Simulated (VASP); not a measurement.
MoS2, 3 atoms in the cell. Symmetry: R3m, No. 160, trigonal system. The conventional cell has a = 3.186 Å, b = 3.186 Å, c = 19.469 Å, α = 90.00°, β = 90.00°, γ = 120.00°. Mo (site symmetry 3m) has 6 S at 2.41 Å and 6 Mo at 3.19 Å within 3.2 Å. S (site symmetry 3m) has 3 Mo at 2.41 Å and 7 S at 3.10 to 3.19 Å within 3.2 Å. Within 3.2 Å of S (site symmetry 3m) lie 3 Mo at 2.41 Å and 7 S at 3.10 to 3.19 Å. 

- Program: VASP 6.6.1
- Task: single point
- Functional: r2SCAN
- Potentials or basis: VASP PAW PBE potentials, release 64 (Mo_sv, S)
- Cutoff: 520 eV
- k mesh: 12 × 12 × 12
- Occupations: gaussian, width 0.02 eV
- Spin: no spin polarisation
- Dipole correction: no
- Further INCAR settings: ALGO = Normal; EDIFF = 1e-06; NBANDS = 20

Potentials or basis: VASP PAW PBE potentials, release 64 (Mo_sv, S).

Command:

```sh
$ cat potpaw_PBE.64/Mo_sv/POTCAR potpaw_PBE.64/S/POTCAR > POTCAR
$ cp INCAR.step1 INCAR
$ mpirun -np 1 vasp_std > vasp.out
$ cp INCAR.step2 INCAR
$ mpirun -np 1 vasp_std > vasp.out
```

Hardware: 1 thread of AMD EPYC 9R45 96-Core Processor (Zen 5), with other jobs on the host.

How long does it take, and how much memory?

Wall time 32 min on 1 thread of AMD EPYC 9R45 96-Core Processor (Zen 5), on a shared host, peak memory 0.47 GiB. Counts: k points 189.
